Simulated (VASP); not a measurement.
# As (Cmce) in VASP: notebook, part 2 of 2

VASP 6.6.1. The steps go on from the part before.

**3. Single point, PBE+D3(BJ)**

INCAR

```
PREC = Accurate ; ENCUT = 520
EDIFF = 1E-6 ; ISMEAR = 0
SIGMA = 0.01 ; LREAL = False
LASPH = True ; NELM = 100
ALGO = Normal ; ISIF = 2
LWAVE = False ; LCHARG = False
GGA = PE ; IVDW = 12
NBANDS = 18
```

KPOINTS

```
regular mesh
0
Gamma
  10 10 8
```

POSCAR

```
As
1.0
    1.8709701765     -5.4115388577      0.0000000000
    1.8709701765      5.4115388577      0.0000000000
    0.0000000000      0.0000000000      4.2851748466
As
4
Direct
    0.1127112886      0.8872887114      0.9447227918
    0.6127112886      0.3872887114      0.5552772082
    0.8872887114      0.1127112886      0.0552772082
    0.3872887114      0.6127112886      0.4447227918
```

Potentials or basis: VASP PAW PBE potentials, release 64 (As).

Command:

```console
$ cat potpaw_PBE.64/As/POTCAR > POTCAR
$ mpirun -np 1 vasp_std > vasp.out
```

OUTCAR:

```text
PREC = Accurate
   ENCUT = 520
   EDIFF = 1E-6
   ISMEAR = 0
   LREAL = False
   LASPH = True
   NELM = 100
   ISIF = 2
   GGA = PE
   IVDW = 12
 IVDW          = 12

 ion  position               nearest neighbor table
   1  0.113  0.887  0.945-   3 2.49   2 2.51   2 2.51
   2  0.613  0.387  0.555-   4 2.49   1 2.51   1 2.51
   3  0.887  0.113  0.055-   1 2.49   4 2.51   4 2.51
   4  0.387  0.613  0.445-   2 2.49   3 2.51   3 2.51

  LATTYP: Found a base centered orthorhombic cell.
 ALAT       =     3.7419403530
[... 708 lines left out ...]

  FORCE on cell =-STRESS in cart. coord.  units (eV):
  Direction    XX          YY          ZZ          XY          YZ          ZX
  --------------------------------------------------------------------------------------
  -------------------------------------------------------------------------------------
  Total       0.19546     0.22076     0.16153     0.00000     0.00000     0.00000
  in kB       3.60900     4.07609     2.98244     0.00000     0.00000     0.00000
  external pressure =        3.56 kB  Pullay stress =        0.00 kB

 VOLUME and BASIS-vectors are now :
 -----------------------------------------------------------------------------
  energy-cutoff  :      520.00
  volume of cell :       86.77
      direct lattice vectors                 reciprocal lattice vectors
     1.870970176 -5.411538858  0.000000000     0.267241032 -0.092395160  0.000000000
     1.870970176  5.411538858  0.000000000     0.267241032  0.092395160  0.000000000
     0.000000000  0.000000000  4.285174847     0.000000000  0.000000000  0.233362706

 POSITION                                       TOTAL-FORCE (eV/Angst)
 -----------------------------------------------------------------------------------
      1.87097      4.19166      4.04830         0.000000     -0.049015      0.039795
      1.87097     -1.21988      2.37946         0.000000     -0.049015     -0.039795
      1.87097     -4.19166      0.23687         0.000000      0.049015     -0.039795
      1.87097      1.21988      1.90571         0.000000      0.049015      0.039795
 -----------------------------------------------------------------------------------
    total drift:                               -0.000000     -0.000000      0.000000

  FREE ENERGIE OF THE ION-ELECTRON SYSTEM (eV)
  ---------------------------------------------------
  free  energy   TOTEN  =       -20.1739846692 eV

  energy  without entropy=      -20.1739621744  energy(sigma->0) =      -20.17397342
```

OSZICAR:

```text
N       E                     dE             d eps       ncg     rms          rms(c)
DAV:   1     0.646903632186E+02    0.64690E+02   -0.78513E+03  5580   0.924E+02
DAV:   2    -0.142651546140E+02   -0.78956E+02   -0.76189E+02  7614   0.143E+02
DAV:   3    -0.185271537969E+02   -0.42620E+01   -0.42246E+01  6918   0.338E+01
DAV:   4    -0.185571300910E+02   -0.29976E-01   -0.29955E-01  6630   0.318E+00
DAV:   5    -0.185572495718E+02   -0.11948E-03   -0.11947E-03  6532   0.218E-01    0.472E+00
DAV:   6    -0.185273981863E+02    0.29851E-01   -0.12564E-02  6232   0.661E-01    0.284E+00
DAV:   7    -0.185107092423E+02    0.16689E-01   -0.28845E-02  6022   0.101E+00    0.121E-01
DAV:   8    -0.185108213182E+02   -0.11208E-03   -0.84251E-04  6132   0.160E-01    0.509E-02
DAV:   9    -0.185109078160E+02   -0.86498E-04   -0.16175E-04  6418   0.717E-02    0.155E-02
DAV:  10    -0.185109063566E+02    0.14595E-05   -0.90217E-06  6204   0.170E-02    0.647E-03
DAV:  11    -0.185109061017E+02    0.25489E-06   -0.21452E-06  5508   0.842E-03
   1 F= -.20173985E+02 E0= -.20173973E+02  d E =-.224947E-04
```

stdout:

```text
POSCAR found type information on POSCAR As
 POSCAR found :  1 types and       4 ions
 scaLAPACK will be used
 LDA part: xc-table for (Slater+PW92), standard interpolation
 POSCAR, INCAR and KPOINTS ok, starting setup
 FFT: planning ... GRIDC
 FFT: planning ... GRID_SOFT
 FFT: planning ... GRID
 WAVECAR not read
 entering main loop
```

Wall time 1.9 min (1 thread of Intel Xeon Platinum 8488C (Sapphire Rapids), shared host); peak memory 0.38 GiB.

What came out:

- Free energy: -20.1740 eV
- Pressure: 0.4 GPa
- Largest force: 0.063 eV/Å
- Band gap on the k mesh: zero (band 10 reaches 5.25 eV, above the bottom of band 11 at 4.97 eV)
- Dispersion energy per atom: -0.416 eV

Forces in eV/Å, atoms in the order of the input:
```
As   0.000 -0.049  0.040
As   0.000 -0.049 -0.040
As   0.000  0.049 -0.040
As   0.000  0.049  0.040
```

Caveat: pairwise dispersion overbinds metals, which lowers pressure and volume.

**4. Relaxation of cell and atoms, PBE+D3(BJ)**

This run uses another cell than the first one, of 22.43 Å³/atom, 1.034 times its volume.

INCAR

```
SYSTEM = As
PREC     = Accurate       ! precision mode
ENCUT    = 600            ! plane-wave cutoff, eV
EDIFF    = 1E-6           ! SCF threshold, eV
ISMEAR   = 0              ! smearing method
SIGMA    = 0.01           ! smearing width, eV
LREAL    = .FALSE.        ! projectors in reciprocal space
LASPH    = .TRUE.         ! aspherical terms in the spheres
NELM     = 100            ! most SCF steps
ALGO     = Normal         ! electronic algorithm
ISIF     = 3              ! what is computed and relaxed
LWAVE    = .FALSE.        ! write WAVECAR
LCHARG   = .FALSE.        ! write CHGCAR
GGA      = PE             ! functional
IVDW     = 12             ! dispersion correction
IBRION   = 2              ! ionic algorithm
NSW      = 100            ! ionic steps
EDIFFG   = -0.005         ! ionic threshold
```

KPOINTS

```
Automatic mesh
0
G
  10 10 8
  0 0 0
```

POSCAR

```
As
1.0
    1.8250000000     -5.5000000000      0.0000000000
    1.8250000000      5.5000000000      0.0000000000
    0.0000000000      0.0000000000      4.4700000000
As
4
Direct
    0.1100000000      0.8900000000      0.9400000000
    0.6100000000      0.3900000000      0.5600000000
    0.8900000000      0.1100000000      0.0600000000
    0.3900000000      0.6100000000      0.4400000000
```

Command:

```console
$ cat potpaw_PBE.64/As/POTCAR > POTCAR
$ mpirun -np 1 vasp_std > vasp.out
```

Wall time 22 min (1 thread of Intel Xeon Platinum 8488C (Sapphire Rapids), shared host); peak memory 0.45 GiB.

Results (log left out):

```yaml
Free_energy: -20.1750 eV
Relaxed_volume: 21.71 Å³/atom
Relaxed_cell: a = 5.738 Å, b = 5.738 Å, c = 4.273 Å, α = 90.00°, β = 90.00°, γ = 141.89°
Space_group_after_relaxing_to_0.05_Å: Cmce (No. 64)
Energy_gained_by_relaxing: 6.6 meV/atom
Ionic_steps: 24
Pressure_after_relaxing: 0.0 GPa
Largest_force_after_relaxing: 0.004 eV/Å
Band_gap_on_the_k_mesh: zero (band 10 reaches 5.26 eV, above the bottom of band 11 at 4.93 eV)
Dispersion_energy_per_atom: -0.416 eV
```

Forces on the atoms (eV/Å):
```
As   0.000 -0.004  0.001
As   0.000 -0.004 -0.001
As   0.000  0.004 -0.001
As   0.000  0.004  0.001
```

Step by step:
```
step  energy change (eV)  largest force (eV/Å)  pressure (GPa)  volume (Å³)
   1              0.0000                0.1669            0.42        89.74
   2             -0.0070                0.0227           -0.59        90.49
   3             -0.0072                0.0020           -0.74        90.62
   4             -0.0132                0.0650           -0.51        89.95
   5             -0.0171                0.1518           -0.17        88.99
   6             -0.0213                0.0847           -0.14        88.36
   7             -0.0228                0.0746           -0.08        87.68
   8             -0.0250                0.0180           -0.05        87.14
   9             -0.0253                0.0315           -0.04        86.87
  10             -0.0256                0.0197            0.05        86.81
  11             -0.0257                0.0256            0.13        86.75
  12             -0.0259                0.0180            0.02        86.88
  13             -0.0259                0.0093           -0.14        87.07
  14             -0.0260                0.0121           -0.07        86.99
  15             -0.0260                0.0070           -0.02        86.94
  16             -0.0261                0.0105            0.01        86.91
  17             -0.0261                0.0087           -0.01        86.91
  18             -0.0262                0.0072           -0.08        86.90
  19             -0.0262                0.0072           -0.06        86.91
  20             -0.0262                0.0057           -0.07        86.90
  21             -0.0262                0.0038           -0.02        86.83
  22             -0.0262                0.0042           -0.02        86.84
  23             -0.0262                0.0045           -0.03        86.86
  24             -0.0262                0.0040           -0.02        86.83
```

Final structure:
```yaml
crystal:
  lattice:
    - [1.87342, -5.42372, 0.00000]
    - [1.87342, 5.42372, 0.00000]
    - [0.00000, 0.00000, 4.27264]
  atoms:
    - { symbol: As, position: [0.11293, 0.88707, 0.94589] }
    - { symbol: As, position: [0.61293, 0.38707, 0.55411] }
    - { symbol: As, position: [0.88707, 0.11293, 0.05411] }
    - { symbol: As, position: [0.38707, 0.61293, 0.44589] }
```

Levels at points of the mesh, in eV from the Fermi level:
| k point | band 8 | band 9 | band 10 | band 11 | band 12 | band 13 |
| --- | --- | --- | --- | --- | --- | --- |
| (0.00, 0.00, 0.00) | -2.32 | -2.03 | -0.87 | 1.97 | 2.42 | 2.48 |
| (0.50, 0.00, 0.00) | -2.37 | -2.11 | -2.11 | 0.78 | 0.78 | 1.24 |
| (0.50, 0.50, 0.00) | -1.74 | -1.53 | -0.52 | -0.04 | 2.00 | 2.29 |
| (0.00, 0.00, 0.50) | -2.14 | -0.57 | -0.57 | 0.76 | 0.76 | 1.56 |
| (0.50, 0.00, 0.50) | -4.75 | -1.87 | -1.87 | 1.93 | 1.93 | 5.23 |
| (0.50, 0.50, 0.50) | -1.73 | -1.13 | -1.13 | 1.39 | 1.39 | 1.73 |

Caveat: pairwise dispersion overbinds metals, which lowers pressure and volume.

**5. Summary**

| task | cell | k mesh | cutoff (eV) | smearing | gap on the mesh (eV) | pressure (GPa) | relaxed volume (Å³/atom) |
| --- | --- | --- | --- | --- | --- | --- | --- |
| relaxation of cell and atoms | relaxed from a = 5.726, b = 5.726, c = 4.285 Å, angles 90.0, 90.0, 141.9°, 4 atoms | 12 × 12 × 10 | 600 | gaussian 0.1 eV | none | 0.0 | 21.76 |
| single point | a = 5.726, b = 5.726, c = 4.285 Å, angles 90.0, 90.0, 141.9°, 4 atoms | 10 × 10 × 8 | 520 | gaussian 0.01 eV | none | 0.4 | - |
| relaxation of cell and atoms | relaxed from a = 5.795, b = 5.795, c = 4.470 Å, angles 90.0, 90.0, 143.3°, 4 atoms | 10 × 10 × 8 | 600 | gaussian 0.01 eV | none | 0.0 | 21.71 |

Alike in all rows: level PBE+D3(BJ); potentials or basis VASP PAW PBE potentials, release 64 (As); no spin polarisation.

Caveats: pairwise dispersion overbinds metals, which lowers pressure and volume.

Total energies depend on the potentials used, so only differences within one code and one set of settings carry meaning.
